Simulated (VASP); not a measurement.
HgGe3:

```
Ge Hg
1.0
     4.24551    0.00000    0.00000
     0.00000    4.24551    0.00000
     0.00000    0.00000    4.24551
Ge Hg
3 1
Direct
  0.00000 0.50000 0.50000
  0.50000 0.00000 0.50000
  0.50000 0.50000 0.00000
  0.00000 0.00000 0.00000
```

| Item | Value |
| --- | --- |
| Program | VASP 6.6.1 |
| Task | relaxation of cell and atoms |
| Functional | PBE |
| Potentials or basis | VASP PAW PBE potentials, release 64 (Ge_d, Hg) |
| Cutoff | 600 eV |
| k mesh | 4 × 4 × 4 |
| Occupations | gaussian, width 0.1 eV |
| Spin | no spin polarisation |

At the start: pressure 6.6 GPa; volume 19.13 Å³/atom.

**Question.** How do energy, volume and symmetry change on relaxing?

**Answer.** Over 3 steps the energy falls by 38.1 meV/atom and the volume is 21.08 Å³/atom (+10.2 %); space group Pm-3m (No. 221, to 0.1 Å) before and after.

Step by step:
```tsv
step	energy change (eV)	largest force (eV/Å)	pressure (GPa)	volume (Å³)
1	0.0000	0.0000	6.57	76.52
2	-0.1491	0.0000	-0.84	85.54
3	-0.1525	0.0000	-0.01	84.33
```

Final structure:
```
Ge Hg
1.0
     4.38516    0.00000    0.00000
     0.00000    4.38516    0.00000
     0.00000    0.00000    4.38516
Ge Hg
3 1
Direct
  0.00000 0.50000 0.50000
  0.50000 0.00000 0.50000
  0.50000 0.50000 0.00000
  0.00000 0.00000 0.00000
```

Caveat: the k points lie up to 0.36 Å⁻¹ apart in the final cell, too coarse for converged energies and pressures of a metal.
